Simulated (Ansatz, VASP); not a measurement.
# PtC: VASP beside Ansatz

```
CELL_PARAMETERS angstrom
2.80709 0.00000 0.00000
0.00000 2.80709 0.00000
0.00000 0.00000 2.80977
ATOMIC_POSITIONS crystal
Pt 0.50000 0.50000 0.50000
C 0.00000 0.00000 0.00000
```

Alike in both runs: functional PBE; k mesh 20 × 20 × 20; occupations gaussian, width 0.1 eV; no spin polarisation.

Ansatz relaxed the structure, and its values are those at the end. VASP's run is a single point on that final structure, the one shown.

|  | VASP | Ansatz |
| --- | --- | --- |
| version | VASP 6.6.1 | Ansatz 0.2.0 |
| potentials or method | VASP PAW PBE potentials, release 64 (Pt, C), cutoff 520 eV | scalar-relativistic, plane waves, PAW |
| valence electrons in the cell | 14 | 22 |

|  | VASP | Ansatz | Ansatz less VASP |
| --- | --- | --- | --- |
| gap on the k mesh at the Fermi level (eV) | none | none | - |
| pressure (GPa) | -0.2 | 0.0 | +0.21 |

A gap of «none» marks a metal or a gap that the smearing closes. The functional is the same, so the differences come from potentials, cutoffs and numerics. VASP's potentials hold 14 valence electrons a cell and Ansatz's 22, so a difference there can come from the potentials and not from the codes.

Spin-orbit coupling is off throughout.
